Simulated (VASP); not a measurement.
Input of a VASP 6.6.1 run:

POSCAR

```
Si3N4
1.0
   -3.1775656300      3.1775656300      3.1775656300
    3.1775656300     -3.1775656300      3.1775656300
    3.1775656300      3.1775656300     -3.1775656300
Si N
6 8
Direct
    0.2500000000      0.1250000000      0.8750000000
    0.8750000000      0.2500000000      0.1250000000
    0.7500000000      0.3750000000      0.6250000000
    0.6250000000      0.7500000000      0.3750000000
    0.1250000000      0.8750000000      0.2500000000
    0.3750000000      0.6250000000      0.7500000000
    0.5591859533      0.5591859533      0.5591859533
    0.4408140467      0.5000000000      0.0000000000
    0.5000000000      0.0000000000      0.9408140467
    0.0000000000      0.4408140467      0.5000000000
    0.9408140467      0.5000000000      0.0000000000
    0.0591859533      0.0591859533      0.0591859533
    0.0000000000      0.9408140467      0.5000000000
    0.5000000000      0.0000000000      0.4408140467
```

File INCAR.step1:

```
PREC = Accurate ; ENCUT = 520
ISMEAR = -1 ; SIGMA = 0.02
LREAL = F ; LASPH = T
NELM = 60 ; NBANDS = 45
GGA = PE ; ALGO = Normal
EDIFF = 1E-4 ; LWAVE = T
LCHARG = F
```

File INCAR.step2:

```
PREC = Accurate ; ENCUT = 520
EDIFF = 1E-6 ; ISMEAR = -1
SIGMA = 0.02 ; LREAL = F
LASPH = T ; NELM = 60
ALGO = Normal ; ISIF = 2
LWAVE = F ; LCHARG = F
METAGGA = R2SCAN ; LMIXTAU = T
NBANDS = 45 ; ISTART = 1
```

Contents of KPOINTS:

```
regular mesh
0
Gamma
  6 6 6
```

Potentials or basis: VASP PAW PBE potentials, release 64 (Si, N).

Run with:

```sh
$ cat potpaw_PBE.64/Si/POTCAR potpaw_PBE.64/N/POTCAR > POTCAR
$ cp INCAR.step1 INCAR
$ mpirun -np 1 vasp_std > vasp.out
$ cp INCAR.step2 INCAR
$ mpirun -np 1 vasp_std > vasp.out
```

Predict the band gap on the k mesh.

4.86 eV (least direct gap 5.06 eV).

Predict the pressure.

12.0 GPa.

Forces in eV/Å, atoms in the order of the input:
```
Si   0.000  0.000  0.000
Si   0.000  0.000  0.000
Si   0.000  0.000  0.000
Si   0.000  0.000  0.000
Si   0.000  0.000  0.000
Si   0.000  0.000  0.000
N    0.002  0.002  0.002
N    0.002 -0.002 -0.002
N   -0.002 -0.002  0.002
N   -0.002  0.002 -0.002
N    0.002 -0.002 -0.002
N    0.002  0.002  0.002
N   -0.002  0.002 -0.002
N   -0.002 -0.002  0.002
```

Caveat: the cell stands under pressure; the PAW data sets were made with another functional, which shifts forces and pressure a little. r2SCAN opens gaps a little over a GGA but as a rule still falls short of measured ones.
